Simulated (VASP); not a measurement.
# ZnS (P2_1) in VASP: a series of runs, part 2 of 2

VASP 6.6.1.

### 5 Single point, PBE (atoms displaced along a vibrational mode, the cell strained)

File INCAR:

```
PREC = Accurate
ENCUT = 520
EDIFF = 1E-7
ISMEAR = 0
SIGMA = 0.05
LREAL = F
LASPH = T
NELM = 80
ALGO = Normal
ISIF = 2
LWAVE = F
LCHARG = F
GGA = PE
NBANDS = 26
```

File KPOINTS:

```
Automatic mesh
0
Gamma
  9 9 4
```

File POSCAR:

```
ZnS
1.0
    3.9482351536      0.0000000000      0.0000000000
   -1.9741175768      3.4192719432      0.0000000000
    0.0000000000      0.0000000000      6.3037246812
Zn S
2 2
Direct
    0.3163527059      0.6666666667      0.0052003729
    0.6836472941      0.3333333333      0.5052003729
    0.3470553733      0.6666666667      0.3797996271
    0.6529446267      0.3333333333      0.8797996271
```

Potentials or basis: VASP PAW PBE potentials, release 64 (Zn, S).

Run with:

```bash
cat potpaw_PBE.64/Zn/POTCAR potpaw_PBE.64/S/POTCAR > POTCAR
mpirun -np 1 vasp_std > vasp.out
```

OUTCAR:

```text
PREC = Accurate
   ENCUT = 520
   EDIFF = 1E-7
   ISMEAR = 0
   LREAL = F
   LASPH = T
   NELM = 80
   ISIF = 2
   GGA = PE

 ion  position               nearest neighbor table
   1  0.316  0.667  0.005-   3 2.36   4 2.40   4 2.41   4 2.42
   2  0.684  0.333  0.505-   4 2.36   3 2.40   3 2.41   3 2.42
   3  0.347  0.667  0.380-   1 2.36   2 2.40   2 2.41   2 2.42
   4  0.653  0.333  0.880-   2 2.36   1 2.40   1 2.41   1 2.42

  LATTYP: Found a hexagonal cell.
 ALAT       =     3.9482351536
[... 895 lines left out ...]

  FORCE on cell =-STRESS in cart. coord.  units (eV):
  Direction    XX          YY          ZZ          XY          YZ          ZX
  --------------------------------------------------------------------------------------
  -------------------------------------------------------------------------------------
  Total       -2.1359471     -2.1216599     -0.6307220     -0.1202351      0.0000000      0.0000000
  in kB      -40.2130658    -39.9440831    -11.8744814     -2.2636425      0.0000000      0.0000000
  external PRESSURE =     -30.6772101 kB  Pullay stress =       0.0000000 kB

 VOLUME and BASIS-vectors are now :
 -----------------------------------------------------------------------------
  energy-cutoff  :      520.00
  volume of cell :       85.10
      direct lattice vectors                 reciprocal lattice vectors
     3.948235154  0.000000000  0.000000000     0.253277721  0.146229960  0.000000000
    -1.974117577  3.419271943  0.000000000     0.000000000  0.292459920  0.000000000
     0.000000000  0.000000000  6.303724681     0.000000000  0.000000000  0.158636370

 POSITION                                       TOTAL-FORCE (eV/Angst)
 -----------------------------------------------------------------------------------
     -0.06704      2.27951      0.03278         0.061835      0.002829     -0.114314
      2.04116      1.13976      3.18464        -0.061835     -0.002829     -0.114314
      0.05418      2.27951      2.39415        -0.051002      0.001570      0.114314
      1.91994      1.13976      5.54601         0.051002     -0.001570      0.114314
 -----------------------------------------------------------------------------------
    total drift:                               -0.000000     -0.000000     -0.000093

  FREE ENERGIE OF THE ION-ELECTRON SYSTEM (eV)
  ---------------------------------------------------
  free  energy   TOTEN  =       -13.6315131719 eV

  energy  without entropy=      -13.6315131719  energy(sigma->0) =      -13.63151317
```

OSZICAR:

```text
N       E                     dE             d eps       ncg     rms          rms(c)
DAV:   1     0.240836256416E+03    0.24084E+03   -0.16954E+04  6396   0.163E+03
DAV:   2     0.100566250475E+02   -0.23078E+03   -0.22061E+03  6638   0.342E+02
DAV:   3    -0.139018842676E+02   -0.23959E+02   -0.23717E+02  7690   0.109E+02
DAV:   4    -0.144872523590E+02   -0.58537E+00   -0.58405E+00  7514   0.173E+01
DAV:   5    -0.144962969406E+02   -0.90446E-02   -0.90418E-02  7688   0.210E+00    0.854E+00
DAV:   6    -0.136391248326E+02    0.85717E+00   -0.16475E+00  9642   0.354E+01    0.668E+00
DAV:   7    -0.136343601273E+02    0.47647E-02   -0.10541E+00  6830   0.601E+00    0.325E+00
DAV:   8    -0.136304740753E+02    0.38861E-02   -0.35114E-02  8060   0.203E+00    0.827E-01
DAV:   9    -0.136310697765E+02   -0.59570E-03   -0.69020E-03  8590   0.140E+00    0.205E-01
DAV:  10    -0.136312830591E+02   -0.21328E-03   -0.80116E-04  7244   0.303E-01    0.852E-02
DAV:  11    -0.136315120153E+02   -0.22896E-03   -0.38802E-04  6568   0.118E-01    0.587E-02
DAV:  12    -0.136315098019E+02    0.22134E-05   -0.91400E-06  7924   0.208E-02    0.124E-02
DAV:  13    -0.136315131119E+02   -0.33100E-05   -0.57334E-06  6610   0.146E-02    0.305E-03
DAV:  14    -0.136315131719E+02   -0.59999E-07   -0.17576E-07  6818   0.275E-03
   1 F= -.13631513E+02 E0= -.13631513E+02  d E =-.768366E-15
```

stdout:

```text
POSCAR found type information on POSCAR ZnS
 POSCAR found :  2 types and       4 ions
 scaLAPACK will be used
 LDA part: xc-table for (Slater+PW92), standard interpolation
 POSCAR, INCAR and KPOINTS ok, starting setup
 FFT: planning ... GRIDC
 FFT: planning ... GRID_SOFT
 FFT: planning ... GRID
 WAVECAR not read
 entering main loop
```

It took 3.8 min on 1 thread of Intel Xeon 6975P-C (Granite Rapids), shared host; peak memory 0.35 GiB.

What came out:

- Free energy: -13.6315 eV
- Pressure: -3.1 GPa
- Largest force: 0.130 eV/Å
- Band gap on the k mesh: 1.86 eV

Forces in eV/Å, atoms in the order of the input:
```
Zn   0.062  0.003 -0.114
Zn  -0.062 -0.003 -0.114
S   -0.051  0.002  0.114
S    0.051 -0.002  0.114
```

Stress tensor (GPa, compression positive):
```
-4.02 -0.23  0.00
-0.23 -3.99  0.00
 0.00  0.00 -1.19
```

Levels at points of the mesh, in eV from the valence-band top:
```csv
k point,band 16,band 17,band 18,band 19,band 20,band 21
"(0.00, 0.00, 0.00)",-0.05,-0.02,0.00,1.86,2.79,6.13
"(0.00, 0.00, 0.50)",-0.49,-0.45,-0.45,3.24,3.24,6.61
```

Caveat: the cell differs from its parent crystal (atoms displaced along a vibrational mode, the cell strained); the cell stands under tension.

### 6 The runs side by side

```csv
cell,gap on the mesh (eV),pressure (GPa),largest force (eV/Å)
"a = 3.897, b = 3.897, c = 6.304 Å, angles 90.0, 90.0, 120.0°, 4 atoms, atomic positions A",1.96,-1.6,0.09
"a = 3.897, b = 3.897, c = 6.304 Å, angles 90.0, 90.0, 120.0°, 4 atoms, atomic positions B",1.93,-1.7,0.15
"a = 3.948, b = 3.948, c = 6.304 Å, angles 90.0, 90.0, 120.0°, 4 atoms, atomic positions C",1.78,-3.3,0.20
"a = 3.948, b = 3.948, c = 6.304 Å, angles 90.0, 90.0, 120.0°, 4 atoms, atomic positions A",1.86,-3.1,0.13
```

Alike in all rows: task single point; level PBE; potentials or basis VASP PAW PBE potentials, release 64 (Zn, S); no spin polarisation; k mesh 9 × 9 × 4; cutoff (eV) 520; smearing gaussian 0.05 eV.

Caveats: the cell stands under tension (at least some runs).

Total energies depend on the potentials used, so only differences within one code and one set of settings carry meaning.
